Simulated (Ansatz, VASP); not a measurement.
# K: VASP beside Ansatz

Contents of INCAR:

```
SYSTEM = K
PREC = Accurate
ENCUT = 520
EDIFF = 1E-6
ISMEAR = 0
SIGMA = 0.15
LREAL = .False.
LASPH = .True.
NELM = 100
ALGO = Fast
ISIF = 2
LWAVE = .False.
LCHARG = .False.
GGA = PE
NBANDS = 10
```

KPOINTS

```
regular mesh
0
Gamma
  14 14 14
  0 0 0
```

File POSCAR:

```
K
1.0
   -2.7489000000      2.7489000000      2.6180000000
    2.7489000000     -2.7489000000      2.6180000000
    2.7489000000      2.7489000000     -2.6180000000
K
1
Direct
    0.0000000000      0.0000000000      0.0000000000
```

Input for Ansatz:

```yaml
crystal:
  lattice:
    - [-2.7489, 2.7489, 2.618]
    - [2.7489, -2.7489, 2.618]
    - [2.7489, 2.7489, -2.618]
  atoms:
    - { symbol: K, position: [0.0, 0.0, 0.0] }
basis:
  ecutwfc: 420
kpoints:
  mp_grid: { grid: [14, 14, 14] }
hamiltonian:
  xc: pbe
scf:
  occupations: { method: gaussian, width: 0.15 }
output:
  forces: true
  stress: true
  eigenvalues: true
```

Change from the starting cell: strain +0.050 along x and y, +0.000 along z, atoms carried along.

Alike in both runs: task single point; functional PBE; k mesh 14 × 14 × 14; occupations gaussian, width 0.15 eV; no spin polarisation.

|  | VASP | Ansatz |
| --- | --- | --- |
| version | VASP 6.6.1 | Ansatz 0.2.0 |
| potentials or method | VASP PAW PBE potentials, release 64 (K_sv), cutoff 520 eV | scalar-relativistic, plane waves, PAW |
| valence electrons in the cell | 9 | 9 |

|  | VASP | Ansatz | Ansatz less VASP |
| --- | --- | --- | --- |
| gap on the k mesh at the Fermi level (eV) | none | none | - |
| pressure (GPa) | -0.2 | -0.2 | +0.01 |

A gap of «none» marks a metal or a gap that the smearing closes.
